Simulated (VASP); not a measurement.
# Ba (Pm-3m) in VASP: further runs

Runs on Ba. Level: LDA. Tasks: single point.

Program: VASP 6.6.1. These are calculated values, not measurements. Logs are shortened: lines on timing, memory, paths and dates and some standing lists are left out, and cuts for length are marked.

### 1 The cell of the first run

The structure is cubic, space group Pm-3m (No. 221). Conventional cell: a = 3.918 Å, b = 3.918 Å, c = 3.918 Å, α = 90.00°, β = 90.00°, γ = 90.00°. Ba (site symmetry m-3m) has 6 Ba at 3.92 Å within 5.1 Å.

### 2 Single point, LDA

Contents of INCAR:

```
SYSTEM = Ba
PREC = Accurate
ENCUT = 520
EDIFF = 1E-7
ISMEAR = 1
SIGMA = 0.15
LREAL = .False.
LASPH = .True.
NELM = 80
ALGO = Normal
ISIF = 2
LWAVE = .False.
LCHARG = .False.
GGA = CA
NBANDS = 11
```

Contents of KPOINTS:

```
Automatic mesh
0
Gamma
  6 6 6
  0 0 0
```

Contents of POSCAR:

```
Ba
1.0
    3.9177180000      0.0000000000      0.0000000000
    0.0000000000      3.9177180000      0.0000000000
    0.0000000000      0.0000000000      3.9177180000
Ba
1
Direct
    0.0000000000      0.0000000000      0.0000000000
```

Potentials or basis: VASP PAW LDA potentials, release 64 (Ba_sv).

On the command line:

```bash
$ cat potpaw_LDA.64/Ba_sv/POTCAR > POTCAR
$ mpirun -np 1 vasp_std > vasp.out
```

OUTCAR:

```text
SYSTEM = Ba
   PREC = Accurate
   ENCUT = 520
   EDIFF = 1E-7
   ISMEAR = 1
   LREAL = .False.
   LASPH = .True.
   NELM = 80
   ISIF = 2
   GGA = CA

 ion  position               nearest neighbor table
   1  0.000  0.000  0.000-

  LATTYP: Found a simple cubic cell.
 ALAT       =     3.9177180000

  Lattice vectors:

 A1 = (   3.9177180000,   0.0000000000,   0.0000000000)
 A2 = (   0.0000000000,   3.9177180000,   0.0000000000)
 A3 = (   0.0000000000,   0.0000000000,   3.9177180000)

Analysis of symmetry for initial positions (statically):
=====================================================================
 Subroutine PRICEL returns:
 Original cell was already a primitive cell.

 Routine SETGRP: Setting up the symmetry group for a
 simple cubic supercell.

 Subroutine GETGRP returns: Found 48 space group operations
 (whereof 48 operations were pure point group operations)
 out of a pool of 48 trial point group operations.

The static configuration has the point symmetry O_h .

Analysis of symmetry for dynamics (positions and initial velocities):
=====================================================================
 Subroutine PRICEL returns:
 Original cell was already a primitive cell.

 Routine SETGRP: Setting up the symmetry group for a
 simple cubic supercell.

 Subroutine GETGRP returns: Found 48 space group operations
 (whereof 48 operations were pure point group operations)
 out of a pool of 48 trial point group operations.

The dynamic configuration has the point symmetry O_h .

 Subroutine INISYM returns: Found 48 space group operations
 (whereof 48 operations are pure point group operations),
 and found     1 'primitive' translations

----------------------------------------------------------------------------------------

                                     Primitive cell

  volume of cell :      60.1312

  direct lattice vectors                    reciprocal lattice vectors
     3.917718000  0.000000000  0.000000000     0.255250633  0.000000000  0.000000000
     0.000000000  3.917718000  0.000000000     0.000000000  0.255250633  0.000000000
     0.000000000  0.000000000  3.917718000     0.000000000  0.000000000  0.255250633

  length of vectors
     3.917718000  3.917718000  3.917718000     0.255250633  0.255250633  0.255250633

  position of ions in fractional coordinates (direct lattice)
     0.000000000  0.000000000  0.000000000

  ion indices of the primitive-cell ions
   primitive index   ion index
                 1           1

----------------------------------------------------------------------------------------

 KPOINTS: Automatic mesh

Automatic generation of k-mesh.
 Grid dimensions read from file:
 generate k-points for:    6    6    6

 Generating k-lattice:

  Cartesian coordinates                     Fractional coordinates (reciprocal lattice)
     0.042541772  0.000000000  0.000000000     0.166666667  0.000000000  0.000000000
     0.000000000  0.042541772  0.000000000     0.000000000  0.166666667  0.000000000
     0.000000000  0.000000000  0.042541772     0.000000000  0.000000000  0.166666667

  Length of vectors
     0.042541772  0.042541772  0.042541772

  Shift w.r.t. Gamma in fractional coordinates (k-lattice)
     0.000000000  0.000000000  0.000000000

 Subroutine IBZKPT returns following result:
 ===========================================

 Found     20 irreducible k-points:

 Following reciprocal coordinates:
            Coordinates               Weight
  0.000000  0.000000  0.000000      1.000000
  0.166667  0.000000  0.000000      6.000000
  0.333333  0.000000  0.000000      6.000000
  0.500000  0.000000  0.000000      3.000000
  0.166667  0.166667  0.000000     12.000000
  0.333333  0.166667  0.000000     24.000000
[... 12 lines left out ...]
  0.500000  0.500000  0.333333      6.000000
  0.500000  0.500000  0.500000      1.000000
   k-points           NKPTS =     20   k-points in BZ     NKDIM =     20   number of bands    NBANDS=     11
   number of dos      NEDOS =    301   number of ions     NIONS =      1
   total plane-waves  NPLWV =  27000
   dimension x,y,z NGX =    30 NGY =   30 NGZ =   30
   dimension x,y,z NGXF=    60 NGYF=   60 NGZF=   60
   ions per type =               1
   NGX,Y,Z   is equivalent  to a cutoff of  12.73, 12.73, 12.73 a.u.
   NGXF,Y,Z  is equivalent  to a cutoff of  25.46, 25.46, 25.46 a.u.
 SYSTEM =  Ba
   PREC   = accura    normal or accurate (medium, high low for compatibility)
   ISTART =      0    job   : 0-new  1-cont  2-samecut
   ICHARG =      2    charge: 1-file 2-atom 10-const
   ISPIN  =      1    spin polarized calculation?
   LNONCOLLINEAR =      F non collinear calculations
   LSORBIT =      F    spin-orbit coupling
   LASPH  =      T    aspherical Exc in radial PAW
   ENCUT  =  520.0 eV  38.22 Ry    6.18 a.u.   7.28  7.28  7.28*2*pi/ulx,y,z
   NELM   =     80;   NELMIN=  2; NELMDL= -5     # of ELM steps
   EDIFF  = 0.1E-06   stopping-criterion for ELM
   LREAL  =      F    real-space projection
   EDIFFG = 0.1E-05   stopping-criterion for IOM
   NSW    =      0    number of steps for IOM
   IBRION =     -1    ionic relax: 0-MD 1-quasi-New 2-CG
   NFREE  =      0    steps in history (QN), initial steepest desc. (CG)
   ISIF   =      2    stress and relaxation
   ISYM   =      2    0-nonsym 1-usesym 2-fastsym
   POTIM  = 0.5000    time-step for ionic-motion
   TEBEG  =    0.0;   TEEND  =   0.0 temperature during run
   PSTRESS=    0.0 pullay stress
   NELECT =      10.0000    total number of electrons
   NUPDOWN=      -1.0000    fix difference up-down
   EMIN   =  10.00;   EMAX   =-10.00  energy-range for DOS
   EFERMI =   0.00;   METHOD = LEGACY
   ISMEAR =     1;   SIGMA  =   0.15  broadening in eV -4-tet -1-fermi 0-gaus
   EFERMI_NEDOS =   21; number of points for ismear=-14 and -15
   IALGO  =     38    algorithm
   IMIX   =      4    mixing-type and parameters
     AMIX     =   0.40;   BMIX     =  1.00
     AMIX_MAG =   1.60;   BMIX_MAG =  1.00
  volume/ion in A,a.u.               =      60.13       405.79
  Fermi-wavevector in a.u.,A,eV,Ry     =   0.900275  1.701272 11.027445  0.810494
  Thomas-Fermi vector in A             =   2.023212
   LORBIT       =      0    0 simple, 1 ext, 2 COOP (PROOUT), +10 PAW based schemes
   GGA     = CA    functional components
   LHFCALC =     F    Hartree Fock is set to
   AEXX    =    0.0000 exact exchange contribution
   IVDW    =     0    specifies the selected vdW correction
   LEPSILON=     F    determine dielectric tensor
   LRPA    =     F    only Hartree local field effects (RPA)
 non-spin polarized calculation
 Methfessel and Paxton  Order N= 1 SIGMA  =   0.15
  energy-cutoff  :      520.00
  volume of cell :       60.13
 maximum number of plane-waves:      1647
 NGX is ok and might be reduce to    30
   NGX = 15   NGY = 15   NGZ = 15

 number of electron      10.0000001 magnetization

 Free energy of the ion-electron system (eV)
  ---------------------------------------------------
  ext. energy  EPLUGINS =         0.00000000
  ---------------------------------------------------
  free energy    TOTEN  =        -1.92901164 eV

  energy without entropy =       -1.93279346  energy(sigma->0) =       -1.93027225

 E-fermi :   1.6387     XC(G=0):  -7.7455

 val. band max:        1.5879777691   @ k =   0.1667   0.0000   0.0000
 cond. band min:       1.6496280116   @ k =   0.5000   0.1667   0.1667
 fundamental gap:      0.0616502425
 Fermi energy:         1.6387150527

 k-point     1 :       0.0000    0.0000    0.0000
  band No.  band energies     occupation
      1     -27.5001      2.00000
      2     -12.3212      2.00000
      3     -12.3212      2.00000
      4     -12.3212      2.00000
      5      -1.0889      2.00000
      6       1.4624      2.07011
      7       1.4624      2.07011
      8       6.5058      0.00000
      9       6.5058      0.00000
     10       6.5058      0.00000
     11       9.2447      0.00000

 k-point     2 :       0.1667    0.0000    0.0000
  band No.  band energies     occupation
      1     -27.4836      2.00000
      2     -12.5328      2.00000
      3     -12.3030      2.00000
      4     -12.3030      2.00000
      5      -0.6861      2.00000
      6       1.5880      1.53781
      7       1.9024     -0.03219
      8       5.6237      0.00000
      9       5.6237      0.00000
     10       6.5707      0.00000
     11       7.9424      0.00000

 k-point     3 :       0.3333    0.0000    0.0000
  band No.  band energies     occupation
      1     -27.4503      2.00000
      2     -12.9228      2.00000
      3     -12.2661      2.00000
      4     -12.2661      2.00000
      5       0.1717      2.00000
      6       1.8720     -0.05029
      7       2.5790     -0.00000
      8       4.5649     -0.00000
      9       4.5649     -0.00000
     10       6.7073      0.00000
     11       7.2928      0.00000

 k-point     4 :       0.5000    0.0000    0.0000
  band No.  band energies     occupation
      1     -27.4335      2.00000
      2     -13.1041      2.00000
      3     -12.2475      2.00000
      4     -12.2475      2.00000
      5       0.7604      2.00000
      6       2.0358     -0.00117
      7       2.4478     -0.00000
      8       4.1683     -0.00000
      9       4.1683     -0.00000
     10       6.7795      0.00000
     11       8.4951      0.00000
[... 183 lines left out ...]
 k-point    18 :       0.5000    0.3333    0.3333
  band No.  band energies     occupation
      1     -27.3378      2.00000
      2     -12.9389      2.00000
      3     -12.7519      2.00000
      4     -12.7367      2.00000
      5       1.2838      2.00412
      6       1.8982     -0.03452
      7       2.2222     -0.00000
      8       5.0868      0.00000
      9       5.3145      0.00000
     10       7.1121      0.00000
     11       7.5455      0.00000

 k-point    19 :       0.5000    0.5000    0.3333
  band No.  band energies     occupation
      1     -27.3218      2.00000
      2     -12.9118      2.00000
      3     -12.9118      2.00000
      4     -12.7197      2.00000
      5       1.1394      2.00003
      6       1.8749     -0.04846
      7       1.8749     -0.04846
      8       5.2845      0.00000
      9       6.3847      0.00000
     10       7.9051      0.00000
     11       7.9051      0.00000

 k-point    20 :       0.5000    0.5000    0.5000
  band No.  band energies     occupation
      1     -27.3059      2.00000
      2     -12.8853      2.00000
      3     -12.8853      2.00000
      4     -12.8853      2.00000
      5       1.4458      2.06985
      6       1.4458      2.06985
      7       1.4458      2.06985
      8       5.5829      0.00000
      9       8.2264      0.00000
     10       8.2267      0.00000
     11       8.3300      0.00000

------------------------ aborting loop because EDIFF is reached ----------------------------------------

  FORCE on cell =-STRESS in cart. coord.  units (eV):
  Direction    XX          YY          ZZ          XY          YZ          ZX
  --------------------------------------------------------------------------------------
  -------------------------------------------------------------------------------------
  Total       -0.4857323     -0.4857323     -0.4857323     -0.0000000     -0.0000000      0.0000000
  in kB      -12.9421993    -12.9421993    -12.9421993     -0.0000000     -0.0000000      0.0000000
  external PRESSURE =     -12.9421993 kB  Pullay stress =       0.0000000 kB

 VOLUME and BASIS-vectors are now :
 -----------------------------------------------------------------------------
  energy-cutoff  :      520.00
  volume of cell :       60.13
      direct lattice vectors                 reciprocal lattice vectors
     3.917718000  0.000000000  0.000000000     0.255250633  0.000000000  0.000000000
     0.000000000  3.917718000  0.000000000     0.000000000  0.255250633  0.000000000
     0.000000000  0.000000000  3.917718000     0.000000000  0.000000000  0.255250633

 POSITION                                       TOTAL-FORCE (eV/Angst)
 -----------------------------------------------------------------------------------
      0.00000      0.00000      0.00000         0.000000      0.000000      0.000000
 -----------------------------------------------------------------------------------
    total drift:                                0.000000      0.000000     -0.000000

  FREE ENERGIE OF THE ION-ELECTRON SYSTEM (eV)
  ---------------------------------------------------
  free  energy   TOTEN  =        -1.9290116444 eV

  energy  without entropy=       -1.9327934607  energy(sigma->0) =       -1.93027225
```

Run time: 5 s. Hardware: 1 thread of Intel Xeon 6975P-C (Granite Rapids), shared host; peak memory 0.15 GiB.

Results:

| Property | Result |
| --- | --- |
| Free energy | -1.9290 eV |
| Pressure | -1.3 GPa |
| Band gap on the k mesh | zero (band 5 reaches 1.65 eV, above the bottom of band 6 at 1.45 eV) |

Levels at points of the mesh, in eV from the Fermi level:
| k point | band 3 | band 4 | band 5 | band 6 | band 7 | band 8 |
| --- | --- | --- | --- | --- | --- | --- |
| (0.00, 0.00, 0.00) | -13.96 | -13.96 | -2.73 | -0.18 | -0.18 | 4.87 |
| (0.50, 0.00, 0.00) | -13.89 | -13.89 | -0.88 | 0.40 | 0.81 | 2.53 |
| (0.50, 0.50, 0.00) | -14.63 | -13.82 | -1.14 | 0.49 | 3.03 | 3.03 |
| (0.50, 0.50, 0.50) | -14.52 | -14.52 | -0.19 | -0.19 | -0.19 | 3.94 |

Caveat: spin-orbit coupling is left out, which moves the levels of the heavy elements.

### 3 Single point, LDA

This run uses another cell than the first one, of 61.33 Å³/atom, 1.020 times its volume.

Changes to INCAR since step 2:

```diff
@@ -3,3 +3,3 @@
 ENCUT = 520
-EDIFF = 1E-7
+EDIFF = 1E-6
 ISMEAR = 1
@@ -8,3 +8,3 @@
 LASPH = .True.
-NELM = 80
+NELM = 60
 ALGO = Normal
```

KPOINTS is that of step 2.

Contents of POSCAR:

```
Ba
1.0
    3.9436639085      0.0000000000      0.0000000000
    0.0000000000      3.9436639085      0.0000000000
    0.0000000000      0.0000000000      3.9436639085
Ba
1
Direct
    0.0000000000      0.0000000000      0.0000000000
```

Potentials or basis: VASP PAW LDA potentials, release 64 (Ba_sv).

On the command line:

```bash
$ cat potpaw_LDA.64/Ba_sv/POTCAR > POTCAR
$ mpirun -np 1 vasp_std > vasp.out
```

Run time: 4.3 s. Hardware: 1 thread of Intel Xeon 6975P-C (Granite Rapids), shared host; peak memory 0.14 GiB.

The run converged. Its results:

| Item | Value |
| --- | --- |
| Free energy | -1.9189 eV |
| Pressure | -1.4 GPa |
| Band gap on the k mesh | zero (band 5 reaches 1.58 eV, above the bottom of band 6 at 1.40 eV) |

Levels at points of the mesh, in eV from the Fermi level:
```csv
k point,band 1,band 2,band 3,band 4,band 5,band 6,band 7,band 8,band 9,band 10
"(0.00, 0.00, 0.00)",-29.15,-13.99,-13.99,-13.99,-2.72,-0.15,-0.15,4.78,4.78,4.78
"(0.50, 0.00, 0.00)",-29.09,-14.73,-13.92,-13.92,-0.89,0.41,0.77,2.50,2.50,5.04
"(0.50, 0.50, 0.00)",-29.03,-14.62,-14.62,-13.86,-1.10,0.48,2.99,2.99,3.30,3.30
"(0.50, 0.50, 0.50)",-28.97,-14.53,-14.53,-14.53,-0.17,-0.17,-0.17,3.94,6.46,6.46
```

Caveat: spin-orbit coupling is left out, which moves the levels of the heavy elements.
